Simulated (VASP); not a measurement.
# Al3B2W (P-4m2) in VASP: notebook, part 2 of 2

VASP 6.6.1.

### Step 3. Single point, PBE

This run uses another cell than the first one, of 12.65 Å³/atom, 1.024 times its volume.

File INCAR:

```
ALGO = Normal
EDIFF = 1E-6
ENCUT = 500
GGA = PE
GGA_COMPAT = False
ISIF = 2
ISMEAR = 0
LASPH = True
LCHARG = True
LELF = True
LREAL = False
LVHAR = True
LWAVE = False
NBANDS = 24
NELM = 120
PREC = Accurate
SIGMA = 0.2
```

File KPOINTS:

```
k-points
0
Gamma
  4 4 3
```

File POSCAR:

```
Al3B2W
1.0
    3.7235077000      0.0000000000      0.0000000000
    0.0000000000      3.7235077000      0.0000000000
    0.0000000000      0.0000000000      5.4757282134
Al B W
3 2 1
Direct
    0.5000000000      0.5000000000      0.0000000000
    0.0000000000      0.0000000000      0.0000000000
    0.5000000000      0.5000000000      0.5000000000
    0.0000000000      0.5000000000      0.2290237637
    0.5000000000      0.0000000000      0.7709762363
    0.0000000000      0.0000000000      0.5000000000
```

Potentials or basis: VASP PAW PBE potentials, release 64 (Al, B, W_sv).

On the command line:

```
cat potpaw_PBE.64/Al/POTCAR potpaw_PBE.64/B/POTCAR potpaw_PBE.64/W_sv/POTCAR > POTCAR
mpirun -np 1 vasp_std > vasp.out
```

OUTCAR:

```text
EDIFF = 1E-6
   ENCUT = 500
   GGA = PE
   ISIF = 2
   ISMEAR = 0
   LASPH = True
   LREAL = False
   NELM = 120
   PREC = Accurate

 ion  position               nearest neighbor table
   1  0.500  0.500  0.000-   4 2.24   5 2.24   5 2.24   4 2.24   2 2.63   2 2.63   2 2.63   2 2.63
                             3 2.74   3 2.74
   2  0.000  0.000  0.000-   4 2.24   5 2.24   4 2.24   5 2.24   1 2.63   1 2.63   1 2.63   1 2.63
                             6 2.74   6 2.74
   3  0.500  0.500  0.500-   4 2.38   5 2.38   5 2.38   4 2.38   6 2.63   6 2.63   6 2.63   6 2.63
                             1 2.74   1 2.74
   4  0.000  0.500  0.229-   1 2.24   2 2.24   2 2.24   1 2.24   3 2.38   6 2.38   6 2.38   3 2.38

   5  0.500  0.000  0.771-   1 2.24   2 2.24   1 2.24   2 2.24   3 2.38   3 2.38   6 2.38   6 2.38

   6  0.000  0.000  0.500-   4 2.38   5 2.38   4 2.38   5 2.38   3 2.63   3 2.63   3 2.63   3 2.63
                             2 2.74   2 2.74

  LATTYP: Found a simple tetragonal cell.
 ALAT       =     3.7235077000
 C/A-ratio  =     1.4705832926

  Lattice vectors:

 A1 = (   3.7235077000,   0.0000000000,   0.0000000000)
 A2 = (   0.0000000000,   3.7235077000,   0.0000000000)
 A3 = (   0.0000000000,   0.0000000000,   5.4757282134)

Analysis of symmetry for initial positions (statically):
=====================================================================
 Subroutine PRICEL returns:
 Original cell was already a primitive cell.

 Routine SETGRP: Setting up the symmetry group for a
 simple tetragonal supercell.

 Subroutine GETGRP returns: Found  8 space group operations
 (whereof  8 operations were pure point group operations)
 out of a pool of 16 trial point group operations.

The static configuration has the point symmetry D_2d.

Analysis of symmetry for dynamics (positions and initial velocities):
=====================================================================
 Subroutine PRICEL returns:
 Original cell was already a primitive cell.
[... 125 lines left out ...]
  Fermi-wavevector in a.u.,A,eV,Ry     =   1.187842  2.244696 19.197395  1.410969
  Thomas-Fermi vector in A             =   2.323985
   LORBIT       =      0    0 simple, 1 ext, 2 COOP (PROOUT), +10 PAW based schemes
   GGA     = PE    functional components
   LHFCALC =     F    Hartree Fock is set to
   AEXX    =    0.0000 exact exchange contribution
   IVDW    =     0    specifies the selected vdW correction
   LEPSILON=     F    determine dielectric tensor
   LRPA    =     F    only Hartree local field effects (RPA)
 non-spin polarized calculation
 Gauss-broadening in eV      SIGMA  =   0.20
  energy-cutoff  :      500.00
  volume of cell :       75.92
 maximum number of plane-waves:      1956
 NGX is ok and might be reduce to    28
   NGX = 13   NGY = 13   NGZ = 19

 number of electron      28.9999998 magnetization

 Free energy of the ion-electron system (eV)
  ---------------------------------------------------
  ext. energy  EPLUGINS =         0.00000000
  ---------------------------------------------------
  free energy    TOTEN  =       -36.45377751 eV

  energy without entropy =      -36.39928414  energy(sigma->0) =      -36.42653082

 E-fermi :   8.8303     XC(G=0): -11.3514

 val. band max:        8.7440019975   @ k =   0.2500   0.0000   0.3333
 cond. band min:       8.8603840707   @ k =   0.5000   0.0000   0.3333
 fundamental gap:      0.1163820732
 Fermi energy:         8.8302675026

 k-point     1 :       0.0000    0.0000    0.0000
  band No.  band energies     occupation
      1     -65.0312      2.00000
      2     -29.3113      2.00000
      3     -29.3113      2.00000
      4     -29.2716      2.00000
      5      -3.6038      2.00000
      6       0.5600      2.00000
[... 313 lines left out ...]
     23      16.8737      0.00000
     24      16.8737      0.00000

------------------------ aborting loop because EDIFF is reached ----------------------------------------

  FORCE on cell =-STRESS in cart. coord.  units (eV):
  Direction    XX          YY          ZZ          XY          YZ          ZX
  --------------------------------------------------------------------------------------
  -------------------------------------------------------------------------------------
  Total        0.0171685      0.0171685     -0.0395209      0.0000000      0.0000000      0.0000000
  in kB        0.3623245      0.3623245     -0.8340483      0.0000000      0.0000000      0.0000000
  external PRESSURE =      -0.0364664 kB  Pullay stress =       0.0000000 kB

 VOLUME and BASIS-vectors are now :
 -----------------------------------------------------------------------------
  energy-cutoff  :      500.00
  volume of cell :       75.92
      direct lattice vectors                 reciprocal lattice vectors
     3.723507700  0.000000000  0.000000000     0.268563967  0.000000000  0.000000000
     0.000000000  3.723507700  0.000000000     0.000000000  0.268563967  0.000000000
     0.000000000  0.000000000  5.475728213     0.000000000  0.000000000  0.182624112

 POSITION                                       TOTAL-FORCE (eV/Angst)
 -----------------------------------------------------------------------------------
      1.86175      1.86175      0.00000         0.000000     -0.000000      0.000000
      0.00000      0.00000      0.00000         0.000000      0.000000      0.000000
      1.86175      1.86175      2.73786         0.000000      0.000000      0.000000
      0.00000      1.86175      1.25407         0.000000     -0.000000     -0.004712
      1.86175      0.00000      4.22166         0.000000      0.000000      0.004712
      0.00000      0.00000      2.73786        -0.000000      0.000000      0.000000
 -----------------------------------------------------------------------------------
    total drift:                               -0.000000     -0.000000      0.000000

  FREE ENERGIE OF THE ION-ELECTRON SYSTEM (eV)
  ---------------------------------------------------
  free  energy   TOTEN  =       -36.4537775097 eV

  energy  without entropy=      -36.3992841398  energy(sigma->0) =      -36.42653082
```

stdout:

```text
POSCAR found type information on POSCAR AlB W
 POSCAR found :  3 types and       6 ions
 scaLAPACK will be used
 LDA part: xc-table for (Slater+PW92), standard interpolation
 POSCAR, INCAR and KPOINTS ok, starting setup
 FFT: planning ... GRIDC
 FFT: planning ... GRID_SOFT
 FFT: planning ... GRID
 WAVECAR not read
 entering main loop
```

It took 11 s on 1 thread of Intel Xeon 6975P-C (Granite Rapids), shared host; peak memory 0.17 GiB.

Results:

```
Free energy   : -36.4538 eV
Pressure      : 0.0 GPa
Largest force : 0.005 eV/Å
```

Forces in eV/Å, atoms in the order of the input:
```
Al   0.000  0.000  0.000
Al   0.000  0.000  0.000
Al   0.000  0.000  0.000
B    0.000  0.000 -0.005
B    0.000  0.000  0.005
W    0.000  0.000  0.000
```

Levels at points of the mesh, in eV from the Fermi level:
```tsv
k point	band 13	band 14	band 15	band 16	band 17	band 18
(0.00, 0.00, 0.00)	-1.68	-1.22	-0.62	2.15	2.68	2.68
(0.50, 0.00, 0.00)	-0.79	0.20	0.53	0.73	0.73	1.71
(0.50, 0.50, 0.00)	-2.76	-2.08	-2.08	0.06	1.16	2.18
```

Caveat: the k points lie up to 0.42 Å⁻¹ apart; spin-orbit coupling is left out, which moves the levels of the heavy elements.
